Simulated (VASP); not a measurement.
# SiH7C16 in VASP: a series of runs

The runs below take SiH7C16 through single point, with PBE+D3(BJ).

Everything below comes from runs of VASP 6.6.1. Logs are shortened: lines on timing, memory, paths and dates and some standing lists are left out, and cuts for length are marked.

## 1. The cell of the first run

The cell holds a slab with vacuum, 24 atoms: a = 5.049 Å, b = 5.049 Å, c = 18.676 Å, α = 90.00°, β = 90.00°, γ = 60.00°.

## 2. Single point, PBE+D3(BJ), collinear spin

The input, INCAR:

```
PREC = Accurate
ENCUT = 520
EDIFF = 1E-6
ISMEAR = -1
SIGMA = 0.02
LREAL = F
LASPH = T
NELM = 200
ALGO = Normal
ISIF = 2
LWAVE = F
LCHARG = F
ISPIN = 2
MAGMOM = 0 0 0 0 0 0 0 0 0 0 0 0 0 0 0 0 0 0 0 0 0 0 0 1
LORBIT = 11
GGA = PE
IVDW = 12
NBANDS = 60
GGA_COMPAT = F
NELMDL = -8
```

The input, KPOINTS:

```
Automatic mesh
0
Gamma
  2 2 1
```

The input, POSCAR:

```
SiH7C16
1.0
    5.0487420000      0.0000000000      0.0000000000
    2.5243710000      4.3723390000      0.0000000000
    0.0000000000      0.0000000000     18.6764260000
H C Si
7 16 1
Direct
    0.1666721879      0.1666613682      0.0535434349
    0.6666779319      0.1666613682      0.0535434349
    0.1666715721      0.6666683439      0.0535434349
    0.6666575092      0.6666683439      0.0535434349
    0.6794020402      0.6164206389      0.4187471414
    1.2028036377      0.4700001532      0.4201499794
    0.8266335631      0.9936100563      0.4158718590
    0.1666721879      0.1666613682      0.1124412133
    0.6666779319      0.1666613682      0.1124412133
    0.1666715721      0.6666683439      0.1124412133
    0.6666575092      0.6666683439      0.1124412133
   -0.1666613682      0.3333227364      0.1400321453
    0.3333443758      0.3333227364      0.1400321453
   -0.1666619840      0.8333297121      0.1400321453
    0.3333437600      0.8333297121      0.1400321453
   -0.1666348320      0.3336658022      0.2331548873
    0.3329435313      0.3336886733      0.2331655960
   -0.1668022745      0.8336499068      0.2313611823
    0.3334611794      0.8330552594      0.2332512655
   -0.0006589354     -0.0000686132      0.2422947517
    0.5007729064     -0.0000686132      0.2423268777
   -0.0014811060      0.5028887284      0.2458714531
    0.5002140318      0.4995495546      0.2420805779
    0.9050429269      0.6891505897      0.3855716292
```

Potentials or basis: VASP PAW PBE potentials, release 64 (H, C, Si).

On the command line:

```console
$ cat potpaw_PBE.64/H/POTCAR potpaw_PBE.64/C/POTCAR potpaw_PBE.64/Si/POTCAR > POTCAR
$ mpirun -np 1 vasp_std > vasp.out
```

OUTCAR:

```text
PREC = Accurate
   ENCUT = 520
   EDIFF = 1E-6
   ISMEAR = -1
   LREAL = F
   LASPH = T
   NELM = 200
   ISIF = 2
   ISPIN = 2
   LORBIT = 11
   GGA = PE
   IVDW = 12
   NELMDL = -8
 IVDW          = 12

 ion  position               nearest neighbor table
   1  0.167  0.167  0.054-   8 1.10
   2  0.667  0.167  0.054-   9 1.10
   3  0.167  0.667  0.054-  10 1.10
   4  0.667  0.667  0.054-  11 1.10
   5  0.679  0.616  0.419-  24 1.49
   6  0.203  0.470  0.420-  24 1.50
   7  0.827  0.994  0.416-  24 1.49
   8  0.167  0.167  0.112-   1 1.10  15 1.55  12 1.55  13 1.55
   9  0.667  0.167  0.112-   2 1.10  12 1.55  14 1.55  13 1.55
  10  0.167  0.667  0.112-   3 1.10  14 1.55  15 1.55  13 1.55
  11  0.667  0.667  0.112-   4 1.10  15 1.55  14 1.55  12 1.55
  12  0.833  0.333  0.140-   9 1.55   8 1.55  11 1.55  16 1.74
  13  0.333  0.333  0.140-   9 1.55   8 1.55  10 1.55  17 1.74
  14  0.833  0.833  0.140-   9 1.55  10 1.55  11 1.55  18 1.71
  15  0.333  0.833  0.140-  11 1.55   8 1.55  10 1.55  19 1.74
  16  0.833  0.334  0.233-  23 1.47  20 1.47  22 1.48  12 1.74
  17  0.333  0.334  0.233-  23 1.47  21 1.47  22 1.48  13 1.74
  18  0.833  0.834  0.231-  20 1.47  21 1.47  22 1.47  14 1.71
  19  0.333  0.833  0.233-  23 1.47  20 1.47  21 1.47  15 1.74
  20  0.999  1.000  0.242-  18 1.47  16 1.47  19 1.47
  21  0.501  1.000  0.242-  18 1.47  17 1.47  19 1.47
  22  0.999  0.503  0.246-  18 1.47  16 1.48  17 1.48
  23  0.500  0.500  0.242-  17 1.47  16 1.47  19 1.47
  24  0.905  0.689  0.386-   7 1.49   5 1.49   6 1.50

  LATTYP: Found a hexagonal cell.
 ALAT       =     5.0487421480
 C/A-ratio  =     3.6992235794

  Lattice vectors:

 A1 = (  -2.5243710000,  -4.3723390000,   0.0000000000)
 A2 = (   5.0487420000,   0.0000000000,   0.0000000000)
 A3 = (   0.0000000000,   0.0000000000,  18.6764260000)

Analysis of symmetry for initial positions (statically):
=====================================================================
 Subroutine PRICEL returns:
 Original cell was already a primitive cell.

 Routine SETGRP: Setting up the symmetry group for a
 hexagonal supercell.

 Subroutine GETGRP returns: Found  1 space group operations
 (whereof  1 operations were pure point group operations)
 out of a pool of 24 trial point group operations.

The static configuration has the point symmetry C_1 .

Analysis of symmetry for dynamics (positions and initial velocities):
=====================================================================
 Subroutine PRICEL returns:
 Original cell was already a primitive cell.

 Routine SETGRP: Setting up the symmetry group for a
 hexagonal supercell.

 Subroutine GETGRP returns: Found  1 space group operations
 (whereof  1 operations were pure point group operations)
 out of a pool of 24 trial point group operations.

The dynamic configuration has the point symmetry C_1 .

Analysis of structural, dynamic, and magnetic symmetry:
=====================================================================
 Subroutine PRICEL returns:
 Original cell was already a primitive cell.

 Routine SETGRP: Setting up the symmetry group for a
 hexagonal supercell.

 Subroutine GETGRP returns: Found  1 space group operations
 (whereof  1 operations were pure point group operations)
 out of a pool of 24 trial point group operations.

The overall configuration has the point symmetry C_1 .

 Subroutine INISYM returns: Found  1 space group operations
 (whereof  1 operations are pure point group operations),
 and found     1 'primitive' translations

----------------------------------------------------------------------------------------

                                     Primitive cell

  volume of cell :     412.2786

  direct lattice vectors                    reciprocal lattice vectors
     5.048742000  0.000000000  0.000000000     0.198069143 -0.114355268  0.000000000
     2.524371000  4.372339000  0.000000000     0.000000000  0.228710537  0.000000000
     0.000000000  0.000000000 18.676426000     0.000000000  0.000000000  0.053543435

  length of vectors
[... 43 lines left out ...]
  ---------------------------------------------------
  free energy    TOTEN  =      -166.90271440 eV

  energy without entropy =     -166.90240075  energy(sigma->0) =     -166.90255757

 E-fermi :   0.3419     XC(G=0):  -5.0993

 val. band max:        0.2358318792   @ k =   0.0000   0.5000   0.0000
 cond. band min:       0.4481270472   @ k =   0.0000   0.0000   0.0000
 fundamental gap:      0.2122951680
 Fermi energy:         0.3418907450

 spin component 1

 k-point     1 :       0.0000    0.0000    0.0000
  band No.  band energies     occupation
      1     -21.0542      1.00000
      2     -18.4989      1.00000
      3     -15.8196      1.00000
      4     -15.8081      1.00000
      5     -15.7738      1.00000
      6     -14.9033      1.00000
[... 197 lines left out ...]
     48       5.7282      0.00000
     49       5.8774      0.00000
 Fermi energy:         0.3418907450

 spin component 2

 k-point     1 :       0.0000    0.0000    0.0000
  band No.  band energies     occupation
      1     -20.9695      1.00000
      2     -18.4365      1.00000
      3     -15.7718      1.00000
      4     -15.7145      1.00000
      5     -15.6909      1.00000
      6     -14.8181      1.00000
[... 197 lines left out ...]
     48       5.7709      0.00000
     49       5.9452      0.00000
 [bands above 49 left out]

------------------------ aborting loop because EDIFF is reached ----------------------------------------

 Edisp (eV)   -2.62354

 E8    (eV) :    -0.7855

  FORCE on cell =-STRESS in cart. coord.  units (eV):
  Direction    XX          YY          ZZ          XY          YZ          ZX
  --------------------------------------------------------------------------------------
  -------------------------------------------------------------------------------------
  Total       0.62654     0.79436    -5.04391     0.07137    -2.29000    -0.01626
  in kB       2.43484     3.08701   -19.60139     0.27734    -8.89928    -0.06318
  external pressure =       -4.69 kB  Pullay stress =        0.00 kB

 VOLUME and BASIS-vectors are now :
 -----------------------------------------------------------------------------
  energy-cutoff  :      520.00
  volume of cell :      412.28
      direct lattice vectors                 reciprocal lattice vectors
     5.048742000  0.000000000  0.000000000     0.198069143 -0.114355268  0.000000000
     2.524371000  4.372339000  0.000000000     0.000000000  0.228710537  0.000000000
     0.000000000  0.000000000 18.676426000     0.000000000  0.000000000  0.053543435

 POSITION                                       TOTAL-FORCE (eV/Angst)
 -----------------------------------------------------------------------------------
      1.26220      0.72870      1.00000         0.001443     -0.010011     -0.239102
      3.78660      0.72870      1.00000        -0.000561      0.041631     -0.237907
      2.52440      2.91490      1.00000         0.029686     -0.024773     -0.267336
      5.04870      2.91490      1.00000        -0.029398     -0.025979     -0.268954
      4.98620      2.69520      7.82070        -0.185447     -0.011813     -0.246854
      2.21036      2.05500      7.84690         0.109993     -0.081460     -0.128351
[... 16 lines left out ...]
      3.78650      2.18420      4.52120        -0.011770      0.106023      2.185733
      6.30900      3.01320      7.20110         0.013043     -1.066006     -0.395680
 -----------------------------------------------------------------------------------
    total drift:                                0.000004      0.000022     -0.000058

  FREE ENERGIE OF THE ION-ELECTRON SYSTEM (eV)
  ---------------------------------------------------
  free  energy   TOTEN  =      -169.5262588952 eV

  energy  without entropy=     -169.5259452408  energy(sigma->0) =     -169.52610207

 total charge

# of ion       s       p       d       tot
------------------------------------------
    1        0.644   0.044   0.000   0.688
    2        0.645   0.044   0.000   0.689
    3        0.645   0.044   0.000   0.689
    4        0.645   0.044   0.000   0.689
    5        0.567   0.014   0.000   0.581
    6        0.569   0.013   0.000   0.583
[... 16 lines left out ...]
   23        0.842   1.756   0.000   2.598
   24        0.741   0.936   0.000   1.677
--------------------------------------------------
tot         18.374  28.777   0.000  47.151

 magnetization (x)

# of ion       s       p       d       tot
------------------------------------------
    1        0.002  -0.000   0.000   0.001
    2        0.003  -0.000   0.000   0.003
    3        0.005   0.000   0.000   0.006
    4        0.005   0.000   0.000   0.006
    5        0.002  -0.000   0.000   0.002
    6        0.000  -0.000   0.000   0.000
[... 16 lines left out ...]
   23       -0.016  -0.310   0.000  -0.326
   24       -0.002  -0.003   0.000  -0.006
--------------------------------------------------
tot          0.075   0.469   0.000   0.544
```

Wall time 15 min (1 thread of Oxide Virtual Turin-like, shared host); peak memory 0.73 GiB.

What came out:

* Free energy: -169.5263 eV
* Largest force: 4.314 eV/Å
* Band gap on the k mesh: 0.21 eV (least direct gap 0.48 eV)
* Net moment: 1.00 μB per cell
* Site moments: H +0.00, +0.01 (each value once); C -0.02, -0.00, +0.01, +0.02, +0.06, -0.04, +0.35, +0.34, +0.05, -0.33 (each value once); Si -0.01 μB
* Valence electrons inside the program's atomic spheres: H 0.69, 0.58 (each value once); C 2.59, 2.49, 2.51, 2.58, 2.57, 2.55, 2.60 (each value once); Si 1.68
* Dispersion energy per atom: -0.109 eV

Forces on the atoms (eV/Å):
```
H    0.001 -0.010 -0.239
H   -0.001  0.042 -0.238
H    0.030 -0.025 -0.267
H   -0.029 -0.026 -0.269
H   -0.185 -0.012 -0.247
H    0.110 -0.081 -0.128
H    0.066  0.241 -0.451
C    0.000 -0.001  2.223
C    0.001 -0.060  2.186
C   -0.057  0.053  2.155
C    0.058  0.055  2.152
C    0.038 -0.031 -1.812
C   -0.043 -0.020 -1.814
C   -0.002  0.045 -1.807
C    0.012 -0.071 -2.125
C   -0.098 -0.023 -2.322
C    0.094 -0.020 -2.314
C   -0.002  0.186 -3.347
C    0.013  0.028 -2.252
C    0.179  0.167  2.397
C   -0.183  0.168  2.430
C   -0.001  0.356  4.299
C   -0.012  0.106  2.186
Si   0.013 -1.066 -0.396
```

Caveat: the k points lie up to 0.72 Å⁻¹ apart; there is no dipole correction, which matters where the two faces differ.

(Continued in part 2 of 2.)
